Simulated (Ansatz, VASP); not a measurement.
# Two plane-wave programs on Ga

```
Ga
1.0
     2.71685    0.00000    0.00000
     0.00000    2.71685    0.00000
     0.00000    0.00000    2.71716
Ga
1
Direct
  0.50000 0.50000 0.50000
```

Alike in both runs: functional PBE; k mesh 20 × 20 × 20; occupations gaussian, width 0.1 eV; no spin polarisation.

Ansatz relaxed the structure, and its values are those at the end. VASP's run is a single point on that final structure, the one shown.

```csv
,VASP,Ansatz
version,VASP 6.6.1,Ansatz 0.2.0
potentials or method,"VASP PAW PBE potentials, release 64 (Ga_d), cutoff 520 eV","scalar-relativistic, plane waves, PAW"
valence electrons in the cell,13,13
```

```csv
,VASP,Ansatz,Ansatz less VASP
gap on the k mesh at the Fermi level (eV),none,none,-
pressure (GPa),0.1,0.0,-0.12
```

A gap of «none» marks a metal or a gap that the smearing closes.
